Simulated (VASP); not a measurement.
Input of a VASP 6.6.1 run:

Contents of INCAR:

```
PREC = Accurate ; ENCUT = 520
EDIFF = 1E-6 ; ISMEAR = -1
SIGMA = 0.03 ; LREAL = F
LASPH = T ; NELM = 60
ALGO = Normal ; ISIF = 2
LWAVE = F ; LCHARG = F
GGA = PS ; NBANDS = 21
```

KPOINTS

```
regular mesh
0
Gamma
  14 14 8
```

File POSCAR:

```
Ru
1.0
    2.7328573275      0.0000000000      0.0000000000
   -1.3664286638      2.3667238706      0.0000000000
    0.0000000000      0.0000000000      4.2819000000
Ru
2
Direct
    0.3333333333      0.6666666667      0.2500000000
    0.6666666667      0.3333333333      0.7500000000
```

Potentials or basis: VASP PAW PBE potentials, release 64 (Ru_pv).

Launch:

```bash
$ cat potpaw_PBE.64/Ru_pv/POTCAR > POTCAR
$ mpirun -np 1 vasp_std > vasp.out
```

Task: What does it give for the pressure?

Result: -12.2 GPa.

Task: Predict the band gap on the k mesh.

Result: Zero (band 14 reaches 13.88 eV, above the bottom of band 15 at 10.80 eV).

Stress tensor (GPa, compression positive):
```
-12.84   0.00   0.00
  0.00 -12.84   0.00
  0.00   0.00 -10.83
```

Caveat: the cell differs from its parent crystal (equal xx and yy strain of +1 %); the PAW data sets were made with another functional, which shifts forces and pressure a little.
